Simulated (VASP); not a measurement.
Au: single point with PBE

Au:

```
CELL_PARAMETERS angstrom
2.69223 0.00000 0.00000
0.00000 2.69223 0.00000
0.00000 0.00000 2.69223
ATOMIC_POSITIONS crystal
Au 0.00000 0.00000 0.00000
```

```
Program                : VASP 6.6.1
Task                   : single point
Functional             : PBE
Potentials or basis    : VASP PAW PBE potentials, release 64 (Au)
Cutoff                 : 520 eV
k mesh                 : 39 × 39 × 39
Occupations            : fermi-dirac, width 0.0612256 eV
Spin                   : no spin polarisation
Dipole correction      : no
Further INCAR settings : ALGO = Normal; EDIFF = 1e-06; NBANDS = 12
```

```
Pressure : 7.5 GPa
```

Levels at points of the mesh, in eV from the Fermi level:
```tsv
k point	band 4	band 5	band 6	band 7	band 8	band 9
(0.00, 0.00, 0.00)	-1.37	-1.37	-1.37	14.25	14.25	14.25
```

Run time: 6.1 min on 1 thread of AMD EPYC 7R13, with other jobs on the host, peak memory 0.4 GiB.

Caveat: spin-orbit coupling is left out, which moves the levels of the heavy elements.
